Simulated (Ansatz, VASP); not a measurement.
Mg3Cd2O5: VASP beside Ansatz

```
Mg Cd O
1.0
    -1.59436    1.59436   11.26750
     1.59436   -1.59436   11.26750
     1.59436    1.59436  -11.26750
Mg Cd O
3 2 5
Direct
  0.90794 0.90794 0.00000
  0.50000 0.50000 0.00000
  0.09206 0.09206 0.00000
  0.69514 0.69514 0.00000
  0.30486 0.30486 0.00000
  0.00000 0.00000 0.00000
  0.59073 0.59073 0.00000
  0.18965 0.18965 0.00000
  0.81035 0.81035 0.00000
  0.40927 0.40927 0.00000
```

Alike in both runs: task single point; functional PBE; k mesh 8 × 8 × 8; occupations gaussian, width 0.1 eV; no spin polarisation.

|  | VASP | Ansatz |
| --- | --- | --- |
| version | VASP 6.6.1 | Ansatz 0.2.0 |
| potentials or method | VASP PAW PBE potentials, release 64 (Mg, Cd, O), cutoff 520 eV | scalar-relativistic, plane waves, PAW |
| valence electrons in the cell | 60 | 100 |

Ansatz gave:

| Quantity | Value |
| --- | --- |
| gap on the k mesh at the Fermi level (eV) | 0.81 |
| least direct gap on the mesh (eV) | 1.49 |
| pressure (GPa) | 0.0 |
| traceless stress, the component that is largest in VASP (GPa) | -0.05 |
| rms of the force components (eV/Å) | 0.001 |

Q: Which values does VASP return?

A: gap on the k mesh at the Fermi level (eV): 0.80; least direct gap on the mesh (eV): 1.46; pressure (GPa): 0.4; traceless stress, the component that is largest in VASP (GPa): -0.39; rms of the force components (eV/Å): 0.019.

Atom by atom the forces differ by 0.019 eV/Å (rms over components). VASP's potentials hold 60 valence electrons a cell and Ansatz's 100, so a difference there can come from the potentials and not from the codes.
